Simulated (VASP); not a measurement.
**SnPb2O3: single point with PBE**

Crystal: SnPb2O3.

```xyz
12
Lattice="3.9853 -0.0022 -0.0114 -0.0022 3.9848 -0.0051 -0.0481 -0.0220 16.2214" Properties=species:S:1:pos:R:3 pbc="T T T"
Sn    1.9473    3.9645   14.8441
Sn   -0.0062    1.9904    1.3636
Pb    1.9937   -0.0005    3.6966
Pb    1.9695    3.9733    9.3161
Pb   -0.0279    1.9795    6.8923
Pb   -0.0504    1.9705   12.5163
O     1.9455    1.9704   13.7317
O     1.9903    1.9904    2.4726
O     1.9681    1.9794    8.1025
O    -0.0471   -0.0204   13.7402
O    -0.0022   -0.0004    2.4812
O    -0.0243   -0.0114    8.1110
```

| Item | Value |
| --- | --- |
| Program | VASP 6.6.1 |
| Task | single point |
| Functional | PBE |
| Potentials or basis | VASP PAW PBE potentials, release 64 (Sn_d, Pb_d, O) |
| Cutoff | 520 eV |
| k mesh | 4 × 4 × 1 |
| Occupations | gaussian, width 0.1 eV |
| Spin | no spin polarisation |
| Dipole correction | no |
| Further INCAR settings | ALGO = Normal; EDIFF = 1e-07; NBANDS = 72 |

| Property | Result |
| --- | --- |
| Pressure | 0.2 GPa |
| Largest force | 0.063 eV/Å |
| Band gap on the k mesh | 1.25 eV (least direct gap 1.52 eV) |

Forces in eV/Å, atoms in the order of the input:
```
Sn  -0.001  0.000  0.063
Sn   0.001  0.000 -0.063
Pb   0.000  0.000  0.044
Pb   0.000  0.000  0.039
Pb   0.000  0.000 -0.039
Pb   0.000  0.000 -0.044
O    0.000  0.000 -0.010
O   -0.001  0.000  0.010
O    0.000  0.000  0.000
O    0.001  0.000 -0.010
O    0.000  0.000  0.010
O    0.000  0.000  0.000
```

Stress tensor (GPa, compression positive):
```
0.20 0.06 0.05
0.06 0.20 0.02
0.05 0.02 0.26
```

Levels at points of the mesh, in eV from the valence-band top:
```
           k point  band 57  band 58  band 59  band 60  band 61  band 62  band 63  band 64
(0.00, 0.00, 0.00)    -1.92    -1.02    -0.86     0.00     1.52     1.54     2.06     4.10
(0.50, 0.00, 0.00)    -1.60    -1.56    -0.96    -0.93     2.34     2.39     2.47     2.52
(0.00, 0.50, 0.00)    -1.59    -1.57    -0.96    -0.94     2.35     2.38     2.48     2.51
(0.50, 0.50, 0.00)    -1.33    -1.32    -1.17    -1.16     1.25     1.26     2.32     2.33
```

Wall time 7.4 min on 1 thread of Oxide Virtual Turin-like Processor (shared host), peak memory 0.37 GiB.

Caveat: spin-orbit coupling is left out, which moves the levels of the heavy elements. A k mesh can miss the band edges.
